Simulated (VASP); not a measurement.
The system is SnTe3.

```
Te Sn
1.0
     0.00000    3.86122    3.86122
     3.86122    0.00000    3.86122
     3.86122    3.86122    0.00000
Te Sn
3 1
Direct
  0.50000 0.50000 0.50000
  0.75000 0.75000 0.75000
  0.25000 0.25000 0.25000
  0.00000 0.00000 0.00000
```

* Program: VASP 6.6.1
* Task: relaxation of cell and atoms
* Functional: PBEsol
* Dispersion: D4
* Potentials or basis: VASP PAW PBE potentials, release 64 (Te, Sn_d)
* Cutoff: 600 eV
* k mesh: 6 × 6 × 6
* Occupations: fermi-dirac, width 0.05 eV
* Spin: no spin polarisation

At the start: pressure -4.4 GPa; volume 28.78 Å³/atom.

Task: Where does the relaxation end?

Result: Over 3 steps the energy falls by 35.9 meV/atom and the volume is 26.36 Å³/atom (-8.4 %); space group Fm-3m (No. 225, to 0.05 Å).

Step by step:
```tsv
step	energy change (eV)	largest force (eV/Å)	pressure (GPa)	volume (Å³)
1	0.0000	0.0000	-4.39	115.13
2	-0.1270	0.0000	1.86	102.49
3	-0.1435	0.0000	0.00	105.44
```

Final structure:
```
Te Sn
1.0
     0.00000    3.74969    3.74969
     3.74969    0.00000    3.74969
     3.74969    3.74969    0.00000
Te Sn
3 1
Direct
  0.50000 0.50000 0.50000
  0.75000 0.75000 0.75000
  0.25000 0.25000 0.25000
  0.00000 0.00000 0.00000
```

Caveat: the PAW data sets were made with another functional, which shifts forces and pressure a little; pairwise dispersion overbinds metals, which lowers pressure and volume.
